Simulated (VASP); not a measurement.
# Au (Fm-3m) in VASP: a series of runs, part 2 of 2

VASP 6.6.1.

## Step 3: Relaxation of cell and atoms, r2SCAN

The input, POSCAR:

```
Au
1.0
    0.0000000000      2.0719870000      2.0719870000
    2.0719870000      0.0000000000      2.0719870000
    2.0719870000      2.0719870000      0.0000000000
Au
1
Direct
    0.0000000000      0.0000000000      0.0000000000
```

The input, INCAR.step1:

```
SYSTEM = Au
PREC     = Accurate       ! precision mode
ENCUT    = 550            ! plane-wave cutoff, eV
ISMEAR   = -1             ! smearing method
SIGMA    = 0.0974         ! smearing width, eV
LREAL    = .False.        ! projectors in reciprocal space
LASPH    = .True.         ! aspherical terms in the spheres
NELM     = 120            ! most SCF steps
GGA      = PE             ! functional
ALGO     = Normal         ! electronic algorithm
EDIFF    = 1E-5           ! SCF threshold, eV
LWAVE    = .True.         ! write WAVECAR
LCHARG   = .False.        ! write CHGCAR
GGA_COMPAT= .False.      
IBRION   = 2              ! ionic algorithm
ISIF     = 3              ! what is computed and relaxed
EDIFFG   = -0.005         ! ionic threshold
NELMIN   = 4            
NSW      = 100            ! ionic steps
```

The input, INCAR.step2:

```
SYSTEM = Au
PREC     = Accurate       ! precision mode
ENCUT    = 550            ! plane-wave cutoff, eV
EDIFF    = 1E-7           ! SCF threshold, eV
ISMEAR   = -1             ! smearing method
SIGMA    = 0.0974         ! smearing width, eV
LREAL    = .False.        ! projectors in reciprocal space
LASPH    = .True.         ! aspherical terms in the spheres
NELM     = 120            ! most SCF steps
ALGO     = Normal         ! electronic algorithm
ISIF     = 3              ! what is computed and relaxed
LWAVE    = .False.        ! write WAVECAR
LCHARG   = .False.        ! write CHGCAR
METAGGA  = R2SCAN         ! meta-GGA
LMIXTAU  = .True.       
IBRION   = 2              ! ionic algorithm
NSW      = 60             ! ionic steps
EDIFFG   = -0.01          ! ionic threshold
ISTART   = 1            
GGA_COMPAT= .False.      
NELMIN   = 4
```

The input, KPOINTS:

```
regular mesh
0
Gamma
  7 7 7
  0 0 0
```

Potentials or basis: VASP PAW PBE potentials, release 64 (Au).

Command:

```sh
cat potpaw_PBE.64/Au/POTCAR > POTCAR
cp INCAR.step1 INCAR
mpirun -np 1 vasp_std > vasp.out
cp INCAR.step2 INCAR
mpirun -np 1 vasp_std > vasp.out
```

OUTCAR:

```text
SYSTEM = Au
   PREC = Accurate
   ENCUT = 550
   EDIFF = 1E-7
   ISMEAR = -1
   LREAL = .False.
   LASPH = .True.
   NELM = 120
   ISIF = 3
   METAGGA = R2SCAN
   IBRION = 2
   NSW = 60
   EDIFFG = -0.01
   ISTART = 1
   NELMIN = 4

 ion  position               nearest neighbor table
   1  0.000  0.000  0.000-

  LATTYP: Found a face centered cubic cell.
 ALAT       =     4.1439740000

  Lattice vectors:

 A1 = (   0.0000000000,   2.0719870000,   2.0719870000)
 A2 = (   2.0719870000,   0.0000000000,   2.0719870000)
 A3 = (   2.0719870000,   2.0719870000,   0.0000000000)

Analysis of symmetry for initial positions (statically):
=====================================================================
 Subroutine PRICEL returns:
 Original cell was already a primitive cell.

 Routine SETGRP: Setting up the symmetry group for a
 face centered cubic supercell.

 Subroutine GETGRP returns: Found 48 space group operations
 (whereof 48 operations were pure point group operations)
 out of a pool of 48 trial point group operations.

[... 141 lines left out ...]
  volume of cell :       17.79
 maximum number of plane-waves:       534
   NGX = 11   NGY = 11   NGZ = 11

--------------------------------------- Ionic step        1  -------------------------------------------

 number of electron      11.0000002 magnetization

 Free energy of the ion-electron system (eV)
  ---------------------------------------------------
  ext. energy  EPLUGINS =         0.00000000
  ---------------------------------------------------
  free energy    TOTEN  =       -50.65116687 eV

  energy without entropy =      -50.64855803  energy(sigma->0) =      -50.64986245

------------------------ aborting loop because EDIFF is reached ----------------------------------------

  FORCE on cell =-STRESS in cart. coord.  units (eV):
  Direction    XX          YY          ZZ          XY          YZ          ZX
  --------------------------------------------------------------------------------------
  -------------------------------------------------------------------------------------
  Total       -0.2465192     -0.2465192     -0.2465192      0.0000000     -0.0000000     -0.0000000
  in kB      -22.2008868    -22.2008868    -22.2008868      0.0000000     -0.0000000     -0.0000000
  external PRESSURE =     -22.2008868 kB  Pullay stress =       0.0000000 kB
[... 57 lines left out ...]
--------------------------------------- Ionic step        3  -------------------------------------------

 number of electron      11.0000001 magnetization

 Free energy of the ion-electron system (eV)
  ---------------------------------------------------
  ext. energy  EPLUGINS =         0.00000000
  ---------------------------------------------------
  free energy    TOTEN  =       -50.65301583 eV

  energy without entropy =      -50.65032126  energy(sigma->0) =      -50.65166855

 E-fermi :   8.6237     XC(G=0): -13.4264

 val. band max:        8.0801451241   @ k =   0.4286   0.2857   0.0000
 cond. band min:       8.6502286667   @ k =   0.4286   0.4286   0.0000
 fundamental gap:      0.5700835426
 Fermi energy:         8.6237160375

 k-point     1 :       0.0000    0.0000    0.0000
  band No.  band energies     occupation
      1      -0.9207      2.00000
      2       4.0755      2.00000
      3       4.0755      2.00000
      4       4.0755      2.00000
      5       5.5329      2.00000
      6       5.5329      2.00000
      7      24.2126      0.00000
      8      28.1377      0.00000
      9      28.1377      0.00000
[... 254 lines left out ...]
  FREE ENERGIE OF THE ION-ELECTRON SYSTEM (eV)
  ---------------------------------------------------
  free  energy   TOTEN  =       -50.6530158343 eV

  energy  without entropy=      -50.6503212594  energy(sigma->0) =      -50.65166855

 reached required accuracy - stopping structural energy minimisation
```

OSZICAR.step1:

```text
N       E                     dE             d eps       ncg     rms          rms(c)
DAV:   1     0.470982266942E+02    0.47098E+02   -0.59803E+03   368   0.115E+03
DAV:   2    -0.296242423048E+01   -0.50061E+02   -0.47063E+02   373   0.205E+02
DAV:   3    -0.353122146388E+01   -0.56880E+00   -0.56803E+00   457   0.217E+01
DAV:   4    -0.353273131238E+01   -0.15098E-02   -0.15098E-02   406   0.122E+00
[... 37 lines left out ...]
       N       E                     dE             d eps       ncg     rms          rms(c)
DAV:   1    -0.327399118638E+01   -0.49882E-05   -0.92094E-05   342   0.107E-01    0.127E-02
DAV:   2    -0.327398703258E+01    0.41538E-05   -0.14708E-05   180   0.368E-02    0.481E-03
DAV:   3    -0.327398678401E+01    0.24857E-06   -0.93106E-07   180   0.935E-03    0.385E-03
DAV:   4    -0.327398662542E+01    0.15858E-06   -0.56839E-08   180   0.256E-03
   7 F= -.32739866E+01 E0= -.32724809E+01  d E =-.790055E-06
```

It took 77 s on 1 thread of Intel Xeon 8259CL, shared host; peak memory 0.15 GiB.

What came out:

```
Free energy                            : -50.6530 eV
Relaxed volume                         : 17.53 Å³/atom
Relaxed cell                           : a = 2.916 Å, b = 2.916 Å, c = 2.916 Å, α = 60.00°, β = 60.00°, γ = 60.00°
Space group after relaxing (to 0.05 Å) : Fm-3m (No. 225)
Energy gained by relaxing              : 1.8 meV/atom
Ionic steps                            : 3
Pressure after relaxing                : 0.0 GPa
```

The path:
```
step  energy change (eV)  largest force (eV/Å)  pressure (GPa)  volume (Å³)
   1              0.0000                0.0000           -2.22        17.79
   2              0.0021                0.0000            3.57        17.16
   3             -0.0018                0.0000            0.00        17.53
```

Final structure:
```
CELL_PARAMETERS angstrom
0.00000 2.06183 2.06183
2.06183 0.00000 2.06183
2.06183 2.06183 0.00000
ATOMIC_POSITIONS crystal
Au 0.00000 0.00000 0.00000
```

Caveat: the k points lie up to 0.38 Å⁻¹ apart in the final cell; the PAW data sets were made with another functional, which shifts forces and pressure a little; spin-orbit coupling is left out, which moves the levels of the heavy elements.

## Step 4: Relaxation of cell and atoms, r2SCAN

POSCAR is that of step 3.

The input, INCAR.step1:

```
  PREC = Accurate
  ENCUT = 550
  ISMEAR = -1
  SIGMA = 0.0974
  LREAL = F
  LASPH = T
  NELM = 120
  GGA = PE
  ALGO = Normal
  EDIFF = 1E-5
  LWAVE = T
  LCHARG = F
  GGA_COMPAT = F
  IBRION = 2
  ISIF = 3
  EDIFFG = -0.005
  NELMIN = 4
  NSW = 100
```

The input, INCAR.step2:

```
  PREC = Accurate
  ENCUT = 550
  EDIFF = 1E-7
  ISMEAR = -1
  SIGMA = 0.0974
  LREAL = F
  LASPH = T
  NELM = 120
  ALGO = Normal
  ISIF = 3
  LWAVE = F
  LCHARG = F
  METAGGA = R2SCAN
  LMIXTAU = T
  IBRION = 2
  NSW = 60
  EDIFFG = -0.02
  ISTART = 1
  GGA_COMPAT = F
  NELMIN = 4
```

The input, KPOINTS:

```
Automatic mesh
0
Gamma
  7 7 7
```

Command:

```sh
cat potpaw_PBE.64/Au/POTCAR > POTCAR
cp INCAR.step1 INCAR
mpirun -np 1 vasp_std > vasp.out
cp INCAR.step2 INCAR
mpirun -np 1 vasp_std > vasp.out
```

Run time: 94 s. Hardware: 1 thread of Intel Xeon 8259CL, shared host; peak memory 0.15 GiB.

Results (log left out):

```
Free energy                            : -50.6530 eV
Relaxed volume                         : 17.53 Å³/atom
Relaxed cell                           : a = 2.916 Å, b = 2.916 Å, c = 2.916 Å, α = 60.00°, β = 60.00°, γ = 60.00°
Space group after relaxing (to 0.05 Å) : Fm-3m (No. 225)
Energy gained by relaxing              : 1.8 meV/atom
Ionic steps                            : 3
Pressure after relaxing                : 0.0 GPa
```

Step by step:
```csv
step,energy change (eV),largest force (eV/Å),pressure (GPa),volume (Å³)
1,0.0000,0.0000,-2.22,17.79
2,0.0021,0.0000,3.57,17.16
3,-0.0018,0.0000,0.00,17.53
```

Final structure:
```
Au
1.0
     0.00000    2.06183    2.06183
     2.06183    0.00000    2.06183
     2.06183    2.06183    0.00000
Au
1
Direct
  0.00000 0.00000 0.00000
```

Levels at points of the mesh, in eV from the Fermi level:
| k point | band 3 | band 4 | band 5 | band 6 | band 7 | band 8 | band 9 |
| --- | --- | --- | --- | --- | --- | --- | --- |
| (0.00, 0.00, 0.00) | -4.55 | -4.55 | -3.09 | -3.09 | 15.59 | 19.51 | 19.51 |

Caveat: the k points lie up to 0.38 Å⁻¹ apart in the final cell; the PAW data sets were made with another functional, which shifts forces and pressure a little; spin-orbit coupling is left out, which moves the levels of the heavy elements.
